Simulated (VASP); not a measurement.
A run of VASP 6.6.1 is set up as follows.

Contents of INCAR:

```
SYSTEM = Al2P
  ALGO = Normal
  EDIFF = 1E-7
  ENCUT = 520
  GGA = PE
  ISIF = 2
  ISMEAR = 0
  LASPH = .True.
  LCHARG = .True.
  LELF = .True.
  LREAL = .False.
  LVHAR = .True.
  LWAVE = .False.
  NBANDS = 12
  NELM = 100
  PREC = Accurate
  SIGMA = 0.1
```

The input KPOINTS:

```
k-points
0
Gamma
  6 4 4
  0 0 0
```

The input POSCAR:

```
Al2P
1.0
    2.7676006200      0.0000000000      0.0000000000
    0.0000000000      3.8838369900      0.0000000000
    0.0000000000      0.0000000000      5.8182891100
Al P
2 1
Direct
    0.5000000000      0.0000000000      0.1971823000
    0.5000000000      0.0000000000      0.8028177000
    0.5000000000      0.5000000000      0.5000000000
```

Potentials or basis: VASP PAW PBE potentials, release 64 (Al, P).

Command:

```bash
$ cat potpaw_PBE.64/Al/POTCAR potpaw_PBE.64/P/POTCAR > POTCAR
$ mpirun -np 1 vasp_std > vasp.out
```

Q: What does it give for the band gap on the k mesh?

A: Zero (an odd number of electrons rules out a gap without spin polarisation).

Q: Estimate the largest force.

A: 3.222 eV/Å.

Q: Predict the pressure.

A: -0.3 GPa.

Forces in eV/Å, atoms in the order of the input:
```
Al   0.000  0.000  3.222
Al   0.000  0.000 -3.222
P    0.000  0.000  0.000
```

Caveat: the k points lie up to 0.40 Å⁻¹ apart, too coarse for converged energies and pressures of a metal; forces of over 1 eV/Å act on the atoms, so gaps and moduli don't describe the material at rest.
